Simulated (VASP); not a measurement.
Here is a VASP 6.6.1 calculation.

Contents of INCAR:

```
ALGO = Normal
EDIFF = 1E-7
ENCUT = 520
GGA = PS
ISIF = 2
ISMEAR = -1
LASPH = T
LCHARG = F
LREAL = F
LWAVE = F
NBANDS = 12
NELM = 60
PREC = Accurate
SIGMA = 0.3
```

Contents of KPOINTS:

```
k-points
0
Gamma
  12 12 12
```

Contents of POSCAR:

```
Ti
1.0
   -1.6410000000      1.6410000000      1.6410000000
    1.6410000000     -1.6410000000      1.6410000000
    1.6410000000      1.6410000000     -1.6410000000
Ti
1
Direct
    0.0000000000      0.0000000000      0.0000000000
```

Potentials or basis: VASP PAW PBE potentials, release 64 (Ti_sv).

Command:

```bash
$ cat potpaw_PBE.64/Ti_sv/POTCAR > POTCAR
$ mpirun -np 1 vasp_std > vasp.out
```

(1) What does it give for the pressure?

(2) What does it give for the band gap on the k mesh?

Answers

(1) -4.1 GPa.

(2) zero (band 6 reaches 8.77 eV, above the bottom of band 7 at 7.19 eV).

Caveat: the PAW data sets were made with another functional, which shifts forces and pressure a little.
